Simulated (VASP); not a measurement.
BN, 4 atoms in the cell. Symmetry: P6_3/mmc, No. 194, hexagonal system. The conventional cell has a = 2.503 Å, b = 2.503 Å, c = 6.366 Å, α = 90.00°, β = 90.00°, γ = 120.00°. B (site symmetry -6m2) has 3 N at 1.45 Å within 1.9 Å. Within 1.9 Å of N (site symmetry -6m2) lie 3 B at 1.45 Å. 

* Program: VASP 6.6.1
* Task: single point
* Functional: PBE
* Dispersion: D3(BJ)
* Potentials or basis: VASP PAW PBE potentials, release 64 (B, N)
* Cutoff: 520 eV
* k mesh: 12 × 12 × 4
* Occupations: gaussian, width 0.05 eV
* Spin: no spin polarisation
* Dipole correction: no
* Further INCAR settings: ALGO = Normal; EDIFF = 1e-07; NBANDS = 16

Potentials or basis: VASP PAW PBE potentials, release 64 (B, N).

Run with:

```bash
$ cat potpaw_PBE.64/B/POTCAR potpaw_PBE.64/N/POTCAR > POTCAR
$ mpirun -np 1 vasp_std > vasp.out
```

Hardware: 1 thread of Intel Xeon 8259CL, with other jobs on the host.

Question: How long does it take, and how much memory?

Answer: Run time: 38 s on 1 thread of Intel Xeon 8259CL, on a shared host, peak memory 0.17 GiB. Counts: scf iterations 14, k points 57.
